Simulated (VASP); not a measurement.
# CsAuBr3 in VASP: further runs

CsAuBr3 is run at these levels: LDA; tasks: single point.

All numbers are computed with VASP 6.6.1; they aren't measurements. Logs are shortened: lines on timing, memory, paths and dates and some standing lists are left out, and cuts for length are marked.

**1. The cell of the first run**

Symmetry: Pm-3m, No. 221, cubic system. The conventional cell has a = 5.473 Å, b = 5.473 Å, c = 5.473 Å, α = 90.00°, β = 90.00°, γ = 90.00°. Within 5.1 Å of Cs (site symmetry m-3m) lie 12 Br at 3.87 Å and 8 Au at 4.74 Å. Au (site symmetry m-3m) has 6 Br at 2.74 Å within 3.6 Å. Br (site symmetry 4/mmm) has 2 Au at 2.74 Å within 3.6 Å.

**2. Single point, LDA**

INCAR reads:

```
SYSTEM = CsAuBr3
PREC     = Accurate       ! precision mode
ENCUT    = 520            ! plane-wave cutoff, eV
EDIFF    = 1E-7           ! SCF threshold, eV
ISMEAR   = -1             ! smearing method
SIGMA    = 0.1            ! smearing width, eV
LREAL    = .False.        ! projectors in reciprocal space
LASPH    = .True.         ! aspherical terms in the spheres
NELM     = 100            ! most SCF steps
ALGO     = Normal         ! electronic algorithm
ISIF     = 2              ! what is computed and relaxed
LWAVE    = .False.        ! write WAVECAR
LCHARG   = .True.         ! write CHGCAR
GGA      = CA             ! functional
LELF     = .True.         ! ELF
LVHAR    = .True.       
NBANDS   = 28             ! bands
```

KPOINTS reads:

```
regular mesh
0
Gamma
  4 4 4
  0 0 0
```

POSCAR reads:

```
CsAuBr3
1.0
    5.4725400000      0.0000000000      0.0000000000
    0.0000000000      5.4725400000      0.0000000000
    0.0000000000      0.0000000000      5.4725400000
Cs Au Br
1 1 3
Direct
    0.5000000000      0.5000000000      0.5000000000
    0.0000000000      0.0000000000      0.0000000000
    0.0000000000      0.0000000000      0.5000000000
    0.5000000000      0.0000000000      0.0000000000
    0.0000000000      0.5000000000      0.0000000000
```

Potentials or basis: VASP PAW LDA potentials, release 64 (Cs_sv, Au, Br).

On the command line:

```
> cat potpaw_LDA.64/Cs_sv/POTCAR potpaw_LDA.64/Au/POTCAR potpaw_LDA.64/Br/POTCAR > POTCAR
> mpirun -np 1 vasp_std > vasp.out
```

OUTCAR:

```text
SYSTEM = CsAuBr3
   PREC = Accurate
   ENCUT = 520
   EDIFF = 1E-7
   ISMEAR = -1
   LREAL = .False.
   LASPH = .True.
   NELM = 100
   ISIF = 2
   GGA = CA

 ion  position               nearest neighbor table
   1  0.500  0.500  0.500-
   2  0.000  0.000  0.000-   3 2.74   4 2.74   5 2.74   3 2.74   5 2.74   4 2.74
   3  0.000  0.000  0.500-   2 2.74   2 2.74
   4  0.500  0.000  0.000-   2 2.74   2 2.74
   5  0.000  0.500  0.000-   2 2.74   2 2.74

  LATTYP: Found a simple cubic cell.
 ALAT       =     5.4725400000

  Lattice vectors:

 A1 = (   5.4725400000,   0.0000000000,   0.0000000000)
 A2 = (   0.0000000000,   5.4725400000,   0.0000000000)
 A3 = (   0.0000000000,   0.0000000000,   5.4725400000)

Analysis of symmetry for initial positions (statically):
=====================================================================
 Subroutine PRICEL returns:
 Original cell was already a primitive cell.

 Routine SETGRP: Setting up the symmetry group for a
 simple cubic supercell.

 Subroutine GETGRP returns: Found 48 space group operations
 (whereof 48 operations were pure point group operations)
 out of a pool of 48 trial point group operations.

The static configuration has the point symmetry O_h .

Analysis of symmetry for dynamics (positions and initial velocities):
=====================================================================
 Subroutine PRICEL returns:
 Original cell was already a primitive cell.

 Routine SETGRP: Setting up the symmetry group for a
 simple cubic supercell.

 Subroutine GETGRP returns: Found 48 space group operations
 (whereof 48 operations were pure point group operations)
 out of a pool of 48 trial point group operations.

The dynamic configuration has the point symmetry O_h .

 Subroutine INISYM returns: Found 48 space group operations
 (whereof 48 operations are pure point group operations),
 and found     1 'primitive' translations

----------------------------------------------------------------------------------------

                                     Primitive cell

  volume of cell :     163.8954

  direct lattice vectors                    reciprocal lattice vectors
     5.472540000  0.000000000  0.000000000     0.182730505  0.000000000  0.000000000
     0.000000000  5.472540000  0.000000000     0.000000000  0.182730505  0.000000000
     0.000000000  0.000000000  5.472540000     0.000000000  0.000000000  0.182730505

  length of vectors
     5.472540000  5.472540000  5.472540000     0.182730505  0.182730505  0.182730505

  position of ions in fractional coordinates (direct lattice)
     0.500000000  0.500000000  0.500000000
     0.000000000  0.000000000  0.000000000
     0.000000000  0.000000000  0.500000000
     0.500000000  0.000000000  0.000000000
     0.000000000  0.500000000  0.000000000

  ion indices of the primitive-cell ions
   primitive index   ion index
                 1           1
                 2           2
                 3           3
                 4           4
                 5           5

----------------------------------------------------------------------------------------

 KPOINTS: regular mesh

Automatic generation of k-mesh.
 Grid dimensions read from file:
 generate k-points for:    4    4    4

 Generating k-lattice:

  Cartesian coordinates                     Fractional coordinates (reciprocal lattice)
     0.045682626  0.000000000  0.000000000     0.250000000  0.000000000  0.000000000
     0.000000000  0.045682626  0.000000000     0.000000000  0.250000000  0.000000000
     0.000000000  0.000000000  0.045682626     0.000000000  0.000000000  0.250000000

  Length of vectors
     0.045682626  0.045682626  0.045682626

  Shift w.r.t. Gamma in fractional coordinates (k-lattice)
     0.000000000  0.000000000  0.000000000

 Subroutine IBZKPT returns following result:
 ===========================================

 Found     10 irreducible k-points:

 Following reciprocal coordinates:
            Coordinates               Weight
  0.000000  0.000000  0.000000      1.000000
  0.250000  0.000000  0.000000      6.000000
  0.500000  0.000000  0.000000      3.000000
  0.250000  0.250000  0.000000     12.000000
  0.500000  0.250000  0.000000     12.000000
  0.500000  0.500000  0.000000      3.000000
  0.250000  0.250000  0.250000      8.000000
  0.500000  0.250000  0.250000     12.000000
  0.500000  0.500000  0.250000      6.000000
  0.500000  0.500000  0.500000      1.000000
   k-points           NKPTS =     10   k-points in BZ     NKDIM =     10   number of bands    NBANDS=     28
   number of dos      NEDOS =    301   number of ions     NIONS =      5
   total plane-waves  NPLWV =  74088
   dimension x,y,z NGX =    42 NGY =   42 NGZ =   42
   dimension x,y,z NGXF=    84 NGYF=   84 NGZF=   84
   ions per type =               1   1   3
   NGX,Y,Z   is equivalent  to a cutoff of  12.76, 12.76, 12.76 a.u.
   NGXF,Y,Z  is equivalent  to a cutoff of  25.52, 25.52, 25.52 a.u.
 SYSTEM =  CsAuBr3
   PREC   = accura    normal or accurate (medium, high low for compatibility)
   ISTART =      0    job   : 0-new  1-cont  2-samecut
   ICHARG =      2    charge: 1-file 2-atom 10-const
   ISPIN  =      1    spin polarized calculation?
   LNONCOLLINEAR =      F non collinear calculations
   LSORBIT =      F    spin-orbit coupling
   LASPH  =      T    aspherical Exc in radial PAW
   ENCUT  =  520.0 eV  38.22 Ry    6.18 a.u.  10.18 10.18 10.18*2*pi/ulx,y,z
   NELM   =    100;   NELMIN=  2; NELMDL= -5     # of ELM steps
   EDIFF  = 0.1E-06   stopping-criterion for ELM
   LREAL  =      F    real-space projection
   EDIFFG = 0.1E-05   stopping-criterion for IOM
   NSW    =      0    number of steps for IOM
   IBRION =     -1    ionic relax: 0-MD 1-quasi-New 2-CG
   NFREE  =      0    steps in history (QN), initial steepest desc. (CG)
   ISIF   =      2    stress and relaxation
   ISYM   =      2    0-nonsym 1-usesym 2-fastsym
   POTIM  = 0.5000    time-step for ionic-motion
   TEBEG  =    0.0;   TEEND  =   0.0 temperature during run
   PSTRESS=    0.0 pullay stress
   NELECT =      41.0000    total number of electrons
   NUPDOWN=      -1.0000    fix difference up-down
   EMIN   =  10.00;   EMAX   =-10.00  energy-range for DOS
   EFERMI =   0.00;   METHOD = LEGACY
   ISMEAR =    -1;   SIGMA  =   0.10  broadening in eV -4-tet -1-fermi 0-gaus
   EFERMI_NEDOS =   21; number of points for ismear=-14 and -15
   IALGO  =     38    algorithm
   IMIX   =      4    mixing-type and parameters
     AMIX     =   0.40;   BMIX     =  1.00
     AMIX_MAG =   1.60;   BMIX_MAG =  1.00
  volume/ion in A,a.u.               =      32.78       221.20
  Fermi-wavevector in a.u.,A,eV,Ry     =   1.031527  1.949303 14.477245  1.064047
  Thomas-Fermi vector in A             =   2.165679
   LORBIT       =      0    0 simple, 1 ext, 2 COOP (PROOUT), +10 PAW based schemes
   GGA     = CA    functional components
   LHFCALC =     F    Hartree Fock is set to
   AEXX    =    0.0000 exact exchange contribution
   IVDW    =     0    specifies the selected vdW correction
   LEPSILON=     F    determine dielectric tensor
   LRPA    =     F    only Hartree local field effects (RPA)
 non-spin polarized calculation
  energy-cutoff  :      520.00
  volume of cell :      163.90
 maximum number of plane-waves:      4468
 NGX is ok and might be reduce to    42
   NGX = 21   NGY = 21   NGZ = 21

 number of electron      41.0000003 magnetization

 Free energy of the ion-electron system (eV)
  ---------------------------------------------------
  ext. energy  EPLUGINS =         0.00000000
  ---------------------------------------------------
  free energy    TOTEN  =       -15.91845785 eV

  energy without entropy =      -15.85629958  energy(sigma->0) =      -15.88737872

 E-fermi :   1.0229     XC(G=0):  -8.8822

 val. band max:        0.8942113516   @ k =   0.0000   0.0000   0.0000
 cond. band min:       1.1059135230   @ k =   0.5000   0.2500   0.0000
 fundamental gap:      0.2117021713
 Fermi energy:         1.0229002848

 k-point     1 :       0.0000    0.0000    0.0000
  band No.  band energies     occupation
      1     -19.0627      2.00000
      2     -13.3667      2.00000
      3     -12.8229      2.00000
      4     -12.8229      2.00000
      5      -5.9421      2.00000
      6      -5.9421      2.00000
[... 20 lines left out ...]
     27       7.1060      0.00000
     28       7.1060      0.00000

 k-point     2 :       0.2500    0.0000    0.0000
  band No.  band energies     occupation
      1     -19.0603      2.00000
      2     -13.2989      2.00000
      3     -12.8577      2.00000
      4     -12.8206      2.00000
      5      -5.9225      2.00000
      6      -5.9225      2.00000
[... 20 lines left out ...]
     27       7.6661      0.00000
     28       7.6661      0.00000

 k-point     3 :       0.5000    0.0000    0.0000
  band No.  band energies     occupation
      1     -19.0580      2.00000
      2     -13.2167      2.00000
      3     -12.9055      2.00000
      4     -12.8182      2.00000
      5      -5.9025      2.00000
      6      -5.9025      2.00000
[... 20 lines left out ...]
     27       8.5248      0.00000
     28       8.5996      0.00000

 k-point     4 :       0.2500    0.2500    0.0000
  band No.  band energies     occupation
      1     -19.0582      2.00000
      2     -13.2272      2.00000
      3     -12.8677      2.00000
      4     -12.8398      2.00000
      5      -5.9465      2.00000
      6      -5.9035      2.00000
[... 144 lines left out ...]
     27       7.7837      0.00000
     28       8.2913      0.00000

 k-point     9 :       0.5000    0.5000    0.2500
  band No.  band energies     occupation
      1     -19.0529      2.00000
      2     -12.9596      2.00000
      3     -12.9057      2.00000
      4     -12.9057      2.00000
      5      -6.0061      2.00000
      6      -6.0061      2.00000
[... 20 lines left out ...]
     27       8.2009      0.00000
     28       8.4292      0.00000

 k-point    10 :       0.5000    0.5000    0.5000
  band No.  band energies     occupation
      1     -19.0515      2.00000
      2     -12.8999      2.00000
      3     -12.8999      2.00000
      4     -12.8999      2.00000
      5      -6.0579      2.00000
      6      -6.0579      2.00000
[... 20 lines left out ...]
     27       8.3508      0.00000
     28       8.3508      0.00000

------------------------ aborting loop because EDIFF is reached ----------------------------------------

  FORCE on cell =-STRESS in cart. coord.  units (eV):
  Direction    XX          YY          ZZ          XY          YZ          ZX
  --------------------------------------------------------------------------------------
  -------------------------------------------------------------------------------------
  Total       -3.7632505     -3.7632505     -3.7632505     -0.0000000      0.0000000     -0.0000000
  in kB      -36.7880590    -36.7880590    -36.7880590     -0.0000000      0.0000000     -0.0000000
  external PRESSURE =     -36.7880590 kB  Pullay stress =       0.0000000 kB

 VOLUME and BASIS-vectors are now :
 -----------------------------------------------------------------------------
  energy-cutoff  :      520.00
  volume of cell :      163.90
      direct lattice vectors                 reciprocal lattice vectors
     5.472540000  0.000000000  0.000000000     0.182730505  0.000000000  0.000000000
     0.000000000  5.472540000  0.000000000     0.000000000  0.182730505  0.000000000
     0.000000000  0.000000000  5.472540000     0.000000000  0.000000000  0.182730505

 POSITION                                       TOTAL-FORCE (eV/Angst)
 -----------------------------------------------------------------------------------
      2.73627      2.73627      2.73627         0.000000      0.000000      0.000000
      0.00000      0.00000      0.00000         0.000000      0.000000      0.000000
      0.00000      0.00000      2.73627         0.000000      0.000000      0.000000
      2.73627      0.00000      0.00000         0.000000      0.000000      0.000000
      0.00000      2.73627      0.00000         0.000000      0.000000      0.000000
 -----------------------------------------------------------------------------------
    total drift:                                0.000000      0.000000     -0.000000

  FREE ENERGIE OF THE ION-ELECTRON SYSTEM (eV)
  ---------------------------------------------------
  free  energy   TOTEN  =       -15.9184578512 eV

  energy  without entropy=      -15.8562995834  energy(sigma->0) =      -15.88737872
```

It took 60 s on 1 thread of Intel Xeon Platinum 8488C (Sapphire Rapids), shared host; peak memory 0.23 GiB.

What came out:

```
Free energy            : -15.9185 eV
Pressure               : -3.7 GPa
Band gap on the k mesh : zero (an odd number of electrons rules out a gap without spin polarisation)
```

Levels at points of the mesh, in eV from the Fermi level:
| k point | band 17 | band 18 | band 19 | band 20 | band 21 | band 22 | band 23 | band 24 |
| --- | --- | --- | --- | --- | --- | --- | --- | --- |
| (0.00, 0.00, 0.00) | -1.46 | -1.46 | -1.13 | -1.13 | -1.13 | -0.13 | 4.08 | 4.70 |
| (0.50, 0.00, 0.00) | -1.70 | -1.37 | -1.37 | -1.08 | -1.08 | 3.52 | 5.68 | 6.14 |
| (0.50, 0.50, 0.00) | -1.57 | -1.20 | -1.20 | -0.78 | 1.20 | 4.99 | 6.18 | 6.18 |
| (0.50, 0.50, 0.50) | -0.76 | -0.76 | -0.76 | 1.20 | 1.20 | 4.70 | 4.70 | 4.70 |

Caveat: the cell stands under tension; spin-orbit coupling is left out, which moves the levels of the heavy elements; an odd number of electrons without spin polarisation forces a metal; a magnetic or distorted state may lie lower.

**3. Single point, LDA**

INCAR reads:

```
SYSTEM = CsAuBr3
ALGO = Normal
EDIFF = 1E-6
ENCUT = 520
ISIF = 2
ISMEAR = -1
LASPH = .True.
LCHARG = .False.
LREAL = .False.
LWAVE = .False.
NBANDS = 28
NELM = 60
PREC = Accurate
SIGMA = 0.1
```

KPOINTS reads:

```
k-points
0
Gamma
  4 4 4
  0 0 0
```

Changes to POSCAR since step 2:

```diff
@@ -11,3 +11,3 @@
     0.0000000000      0.0000000000      0.5000000000
-    0.5000000000      0.0000000000      0.0000000000
+    0.5150000000      0.0000000000      0.0000000000
     0.0000000000      0.5000000000      0.0000000000
```

Potentials or basis: VASP PAW LDA potentials, release 64 (Cs_sv, Au, Br).

On the command line:

```
> cat potpaw_LDA.64/Cs_sv/POTCAR potpaw_LDA.64/Au/POTCAR potpaw_LDA.64/Br/POTCAR > POTCAR
> mpirun -np 1 vasp_std > vasp.out
```

Wall time 80 s (1 thread of Intel Xeon Platinum 8488C (Sapphire Rapids), shared host); peak memory 0.26 GiB.

Results (log left out):

| Quantity | Value |
| --- | --- |
| Free energy | -15.9054 eV |
| Pressure | -3.6 GPa |
| Largest force | 0.324 eV/Å |
| Band gap on the k mesh | zero (an odd number of electrons rules out a gap without spin polarisation) |

Forces in eV/Å, atoms in the order of the input:
```
Cs   0.002  0.000  0.000
Au   0.252  0.000  0.000
Br   0.035  0.000  0.000
Br  -0.324  0.000  0.000
Br   0.035  0.000  0.000
```

Stress tensor (GPa, compression positive):
```
-3.48  0.00  0.00
 0.00 -3.64  0.00
 0.00  0.00 -3.64
```

Levels at points of the mesh, in eV from the Fermi level:
```tsv
k point	band 17	band 18	band 19	band 20	band 21	band 22	band 23	band 24
(0.00, 0.00, 0.00)	-1.46	-1.46	-1.14	-1.13	-1.13	-0.10	4.08	4.69
(0.50, 0.00, 0.00)	-1.71	-1.38	-1.38	-1.08	-1.08	3.51	5.67	6.13
(0.00, 0.50, 0.00)	-1.70	-1.37	-1.33	-1.08	-1.08	3.51	5.67	6.12
(0.50, 0.50, 0.00)	-1.58	-1.21	-1.20	-0.79	1.19	4.97	6.15	6.16
(0.00, 0.50, 0.50)	-1.58	-1.21	-1.21	-0.79	1.19	4.98	6.17	6.17
(0.50, 0.50, 0.50)	-0.77	-0.77	-0.76	1.20	1.20	4.69	4.70	4.70
```

Caveat: the cell stands under tension; spin-orbit coupling is left out, which moves the levels of the heavy elements; an odd number of electrons without spin polarisation forces a metal; a magnetic or distorted state may lie lower.
